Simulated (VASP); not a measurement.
# Fe (Fmmm) in VASP: vibrations by perturbation theory with PBE

Aim: the vibrations by perturbation theory of Fe with PBE.

Everything below comes from runs of VASP 6.6.1. Logs are shortened: lines on timing, memory, paths and dates and some standing lists are left out, and cuts for length are marked.

### Step 1. The cell of the first run

Symmetry: Fmmm, No. 69, orthorhombic system. The conventional cell has a = 2.997 Å, b = 3.883 Å, c = 3.930 Å, α = 90.00°, β = 90.00°, γ = 90.00°. Within 3.2 Å of Fe (site symmetry mmm) lie 14 Fe at 2.45 to 3.00 Å.

### Step 2. Vibrations by perturbation theory, PBE, collinear spin, ferromagnetic start

INCAR

```
SYSTEM = Fe
PREC = Accurate ; ENCUT = 600
EDIFF = 1E-8 ; ISMEAR = -1
SIGMA = 0.05 ; LREAL = .FALSE.
LASPH = .TRUE. ; NELM = 200
ALGO = Normal ; ISIF = 2
LWAVE = .FALSE. ; LCHARG = .FALSE.
ISPIN = 2 ; MAGMOM = 3
LORBIT = 11 ; LMAXMIX = 4
GGA = PE ; IBRION = 8
NSW = 1 ; GGA_COMPAT = .FALSE.
```

KPOINTS

```
Automatic mesh
0
G
  10 10 10
  0 0 0
```

POSCAR

```
Fe
1.0
    0.0000000000      1.9417396906      1.9651051623
    1.4984397099      0.0000000000      1.9651051623
    1.4984397099      1.9417396906      0.0000000000
Fe
1
Direct
    0.0000000000      0.0000000000      0.0000000000
```

Potentials or basis: VASP PAW PBE potentials, release 64 (Fe).

Started as:

```sh
$ cat potpaw_PBE.64/Fe/POTCAR > POTCAR
$ mpirun -np 1 vasp_std > vasp.out
```

OUTCAR:

```text
SYSTEM = Fe
   PREC = Accurate
   ENCUT = 600
   EDIFF = 1E-8
   ISMEAR = -1
   LREAL = .FALSE.
   LASPH = .TRUE.
   NELM = 200
   ISIF = 2
   ISPIN = 2
   LORBIT = 11
   GGA = PE
   IBRION = 8
   NSW = 1

 ion  position               nearest neighbor table
   1  0.000  0.000  0.000-

  LATTYP: Found a face centered orthorhombic cell.
 ALAT       =     2.9968794198
 B/A-ratio  =     1.2958410524
 C/A-ratio  =     1.3114342535

  Lattice vectors:

 A1 = (   0.0000000000,   1.9417396906,   1.9651051623)
 A2 = (   1.4984397099,   0.0000000000,   1.9651051623)
 A3 = (   1.4984397099,   1.9417396906,   0.0000000000)

Analysis of symmetry for initial positions (statically):
=====================================================================
 Subroutine PRICEL returns:
 Original cell was already a primitive cell.

 Routine SETGRP: Setting up the symmetry group for a
 face centered orthorhombic supercell.

 Subroutine GETGRP returns: Found  8 space group operations
 (whereof  8 operations were pure point group operations)
 out of a pool of  8 trial point group operations.

The static configuration has the point symmetry D_2h.

Analysis of symmetry for dynamics (positions and initial velocities):
=====================================================================
 Subroutine PRICEL returns:
 Original cell was already a primitive cell.

 Routine SETGRP: Setting up the symmetry group for a
 face centered orthorhombic supercell.

 Subroutine GETGRP returns: Found  8 space group operations
 (whereof  8 operations were pure point group operations)
 out of a pool of  8 trial point group operations.

The dynamic configuration has the point symmetry D_2h.

Analysis of structural, dynamic, and magnetic symmetry:
=====================================================================
 Subroutine PRICEL returns:
 Original cell was already a primitive cell.

 Routine SETGRP: Setting up the symmetry group for a
 face centered orthorhombic supercell.

 Subroutine GETGRP returns: Found  8 space group operations
 (whereof  8 operations were pure point group operations)
 out of a pool of  8 trial point group operations.

The overall configuration has the point symmetry D_2h.

 Subroutine INISYM returns: Found  8 space group operations
 (whereof  8 operations are pure point group operations),
 and found     1 'primitive' translations

----------------------------------------------------------------------------------------

                                     Primitive cell

  volume of cell :      11.4353

  direct lattice vectors                    reciprocal lattice vectors
     0.000000000  1.941739691  1.965105162    -0.333680426  0.257501045  0.254439309
     1.498439710  0.000000000  1.965105162     0.333680426 -0.257501045  0.254439309
     1.498439710  1.941739691  0.000000000     0.333680426  0.257501045 -0.254439309

  length of vectors
     2.762605894  2.471226388  2.452687218     0.492329947  0.492329947  0.492329947

  position of ions in fractional coordinates (direct lattice)
     0.000000000  0.000000000  0.000000000

  ion indices of the primitive-cell ions
   primitive index   ion index
                 1           1

----------------------------------------------------------------------------------------

 KPOINTS: Automatic mesh

Automatic generation of k-mesh.
 Grid dimensions read from file:
 generate k-points for:   10   10   10

 Generating k-lattice:

[... 108 lines left out ...]

  energy without entropy =       -8.22439287  energy(sigma->0) =       -8.22804661

 E-fermi :   5.7847     XC(G=0): -13.0783

 val. band max:        5.7810923910   @ k =  -0.4000   0.2000   0.4000
 cond. band min:       5.7850776780   @ k =  -0.2000   0.4000   0.3000
 fundamental gap:      0.0039852869
 Fermi energy:         5.7846582489

 spin component 1

 k-point     1 :       0.0000    0.0000    0.0000
  band No.  band energies     occupation
      1      -2.6363      1.00000
      2       3.3338      1.00000
      3       3.4248      1.00000
      4       3.7551      1.00000
      5       4.4402      1.00000
      6       4.8193      1.00000
      7      29.6323      0.00000
      8      31.1164      0.00000
      9      31.3750      0.00000
     10      35.2856      0.00000
[... 287 lines left out ...]
 k-point    24 :       0.4000    0.3000    0.0000
  band No.  band energies     occupation
      1       0.9384      1.00000
      2       2.3639      1.00000
      3       3.6870      1.00000
      4       4.7953      1.00000
      5       5.1081      1.00000
      6       6.0513      0.00481
      7      17.8383      0.00000
      8      22.3017      0.00000
      9      25.3520      0.00000
     10      29.5637      0.00000

 [... further k-points ...]

 spin component 2

 k-point     1 :       0.0000    0.0000    0.0000
  band No.  band energies     occupation
      1      -2.4719      1.00000
      2       5.1518      1.00000
      3       5.2981      0.99994
      4       5.8009      0.41974
      5       7.0751      0.00000
      6       7.6764      0.00000
      7      29.3567      0.00000
      8      30.8944      0.00000
      9      31.1932      0.00000
     10      35.6410      0.00000
[... 300 lines left out ...]
 [... further k-points ...]

------------------------ aborting loop because EDIFF is reached ----------------------------------------

  FORCE on cell =-STRESS in cart. coord.  units (eV):
  Direction    XX          YY          ZZ          XY          YZ          ZX
  --------------------------------------------------------------------------------------
  -------------------------------------------------------------------------------------
  Total       -0.4963667      0.1698668      0.0483341      0.0000000      0.0000000      0.0000000
  in kB      -69.5451916     23.7997793      6.7720196      0.0000000      0.0000000      0.0000000
  external PRESSURE =     -12.9911309 kB  Pullay stress =       0.0000000 kB

 VOLUME and BASIS-vectors are now :
 -----------------------------------------------------------------------------
  energy-cutoff  :      600.00
  volume of cell :       11.44
      direct lattice vectors                 reciprocal lattice vectors
     0.000000000  1.941739691  1.965105162    -0.333680426  0.257501045  0.254439309
     1.498439710  0.000000000  1.965105162     0.333680426 -0.257501045  0.254439309
     1.498439710  1.941739691  0.000000000     0.333680426  0.257501045 -0.254439309

 POSITION                                       TOTAL-FORCE (eV/Angst)
 -----------------------------------------------------------------------------------
      0.00000      0.00000      0.00000         0.000000     -0.000000      0.000000
 -----------------------------------------------------------------------------------
    total drift:                                0.000000      0.000000      0.000000

  FREE ENERGIE OF THE ION-ELECTRON SYSTEM (eV)
  ---------------------------------------------------
  free  energy   TOTEN  =        -8.2317003550 eV

  energy  without entropy=       -8.2243928684  energy(sigma->0) =       -8.22804661

[... ionic steps 2 to 3 ...]

--------------------------------------- Ionic step        4  -------------------------------------------

------------------------ aborting loop because EDIFF is reached ----------------------------------------

--------------------------------------- Ionic step        5  -------------------------------------------

------------------------ aborting loop because EDIFF is reached ----------------------------------------

--------------------------------------- Ionic step        6  -------------------------------------------

 Free energy of the ion-electron system (eV)
  ---------------------------------------------------
  ---------------------------------------------------
  free energy    TOTEN  =        -0.15250340 eV

  energy without entropy =       -0.15250340

------------------------ aborting loop because EDIFF is reached ----------------------------------------

 INTERNAL STRAIN TENSOR  FOR ION    1  DIRECTION 3   (eV/Angst):
 -----------------------------------------------------------------------------
    -0.00342  0.00000  0.00000
     0.00000  0.01172  0.00000
     0.00000  0.00000 -0.00270

 INTERNAL STRAIN TENSOR FOR ION    1 for displacements in x,y,z  (eV/Angst):
          X           Y           Z          XY          YZ          ZX
  --------------------------------------------------------------------------------
  x     0.00000     0.00000     0.00000     0.00000     0.00000     0.00000
  y     0.00000     0.00000     0.00000     0.00000     0.00000     0.00000
  z     0.00000     0.00000     0.00000     0.00000     0.00000     0.00000

 SECOND DERIVATIVES (NOT SYMMETRIZED)
 ------------------------------------
               1X          1Y          1Z
  1X     0.022867    0.000000    0.000000
  1Y     0.000000    0.010113    0.000000
  1Z     0.000000    0.000000    0.023534

 Eigenvectors and eigenvalues of the dynamical matrix
 ----------------------------------------------------

   1 f/i=    0.210374 THz     1.321822 2PiTHz    7.017336 cm-1     0.870038 meV
             X         Y         Z           dx          dy          dz
      0.000000  0.000000  0.000000     0.000000    1.000000    0.000000

   2 f/i=    0.316342 THz     1.987638 2PiTHz   10.552047 cm-1     1.308287 meV
             X         Y         Z           dx          dy          dz
      0.000000  0.000000  0.000000     1.000000    0.000000    0.000000

   3 f/i=    0.320922 THz     2.016415 2PiTHz   10.704818 cm-1     1.327228 meV
             X         Y         Z           dx          dy          dz
      0.000000  0.000000  0.000000     0.000000    0.000000    1.000000

--------------------------------------------------------------------------------------------------------

 ELASTIC MODULI CONTR FROM IONIC RELAXATION (kBar)
 Direction    XX          YY          ZZ          XY          YZ          ZX
 --------------------------------------------------------------------------------
 XX           0.0000      0.0000      0.0000      0.0000      0.0000      0.0000
 YY           0.0000      0.0000      0.0000      0.0000      0.0000      0.0000
 ZZ           0.0000      0.0000      0.0000      0.0000      0.0000      0.0000
 XY           0.0000      0.0000      0.0000      0.0000      0.0000      0.0000
 YZ           0.0000      0.0000      0.0000      0.0000      0.0000      0.0000
 ZX           0.0000      0.0000      0.0000      0.0000      0.0000      0.0000
 --------------------------------------------------------------------------------

 total charge

# of ion       s       p       d       tot
------------------------------------------
    1        0.485   0.534   6.237   7.256

 magnetization (x)

# of ion       s       p       d       tot
------------------------------------------
    1       -0.014  -0.055   2.257   2.188
```

Run time: 7.3 min. Hardware: 1 thread of Intel Xeon 8259CL, shared host; peak memory 0.23 GiB.

Results:

```
Net moment                                            : 2.19 μB per cell
Site moments                                          : Fe +2.19 μB
Valence electrons inside the program's atomic spheres : Fe 7.26
```

Caveat: the cell stands under pressure or tension, which shifts response properties; some modes are imaginary.
